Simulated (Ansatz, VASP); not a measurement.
## Two plane-wave programs on Sn

File INCAR:

```
SYSTEM = Sn
PREC = Accurate
ENCUT = 520
EDIFF = 1E-6
ISMEAR = -1
SIGMA = 0.1
LREAL = .False.
LASPH = .True.
NELM = 80
ALGO = Normal
ISIF = 2
LWAVE = .False.
LCHARG = .True.
GGA = PE
LELF = .True.
LVHAR = .True.
NBANDS = 21
```

File KPOINTS:

```
Automatic mesh
0
Gamma
  11 11 8
  0 0 0
```

POSCAR

```
Sn
1.0
   -2.9773321013      2.9790067394      1.6030901642
    2.9790067394     -2.9773321013      1.6030901642
    2.9770686044      2.9770686044     -1.6000204610
Sn
2
Direct
    0.0000231878      0.9999768122      0.0000000000
    0.7499768122      0.2500231878      0.5000000000
```

Input for Ansatz:

```yaml
crystal:
  lattice:
    - [-2.9773321013, 2.9790067394, 1.6030901642]
    - [2.9790067394, -2.9773321013, 1.6030901642]
    - [2.9770686044, 2.9770686044, -1.600020461]
  atoms:
    - { symbol: Sn, position: [2.31878e-05, 0.9999768122, 0.0] }
    - { symbol: Sn, position: [0.7499768122, 0.2500231878, 0.5] }
hamiltonian:
  xc: pbe
  pseudopotentials:
    kind: paw
    azcp:
      Sn: "pseudopotentials/Sn.paw.azcp"
basis:
  ecutwfc: 420
  fft_grid_basis: typed
kpoints:
  mp_grid: { grid: [11, 11, 8], shift: [0, 0, 0] }
magnetization:
  spin_polarized: false
scf:
  occupations: { method: fermi_dirac, width: 0.1 }
  lower_state_search: "off"
output:
  stress: true
```

Alike in both runs: task single point; functional PBE; k mesh 11 × 11 × 8; occupations fermi-dirac, width 0.1 eV; no spin polarisation.

|  | VASP | Ansatz |
| --- | --- | --- |
| version | VASP 6.6.1 | Ansatz 0.2.0 |
| potentials or method | VASP PAW PBE potentials, release 64 (Sn_d), cutoff 520 eV | plane waves (420 eV) with PAW, scalar-relativistic |
| valence electrons in the cell | 28 | 28 |

|  | VASP | Ansatz | Ansatz less VASP |
| --- | --- | --- | --- |
| pressure (GPa) | -0.1 | 0.0 | +0.04 |

With one functional, cell and mesh, what is left measures potentials, basis and numerics.
